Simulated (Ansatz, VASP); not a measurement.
## Si16O: VASP beside Ansatz

```
CELL_PARAMETERS angstrom
0.00000 5.43000 5.43000
5.43000 0.00000 5.43000
5.43000 5.43000 0.00000
ATOMIC_POSITIONS crystal
Si 0.99970 0.98948 0.00622
Si 0.12525 0.13706 0.10910
Si 0.96136 0.05099 0.47496
Si 0.13288 0.07822 0.63259
Si 0.99992 0.50646 0.98940
Si 0.12833 0.61395 0.12683
Si 0.00675 0.44979 0.50017
Si 0.11953 0.58253 0.62488
Si 0.49886 0.01950 0.97986
Si 0.62544 0.12833 0.11861
Si 0.50477 0.00207 0.49352
Si 0.59085 0.17806 0.60661
Si 0.50253 0.50282 0.98855
Si 0.62393 0.64408 0.10006
Si 0.47727 0.54892 0.47409
Si 0.63187 0.62652 0.61372
O 0.94759 0.81695 0.53980
```

Alike in both runs: functional LDA; k mesh 2 × 2 × 2; occupations fermi-dirac, width 0.05 eV; collinear spin.

Ansatz relaxed the structure, and its values are those at the end. VASP's run is a single point on that final structure, the one shown.

```csv
,VASP,Ansatz
version,VASP 6.6.1,Ansatz 0.2.0
potentials or method,"VASP PAW LDA potentials, release 64 (Si, O), cutoff 520 eV","scalar-relativistic, plane waves, PAW"
valence electrons in the cell,70,70
```

|  | VASP | Ansatz | Ansatz less VASP |
| --- | --- | --- | --- |
| rms of the force components (eV/Å) | 0.019 | 0.011 | -0.0078 |
| net moment per atom (μB) | 0.00 | 0.00 | 0.000 |

Ansatz warns that its potentials were made for another functional, while VASP's fit it. LDA's correlation is that of Perdew and Zunger in VASP and of Perdew and Wang (1992) in Ansatz. Ansatz's warnings: seeded moment not kept.

The k mesh is coarse, so the values compare programs but aren't converged.
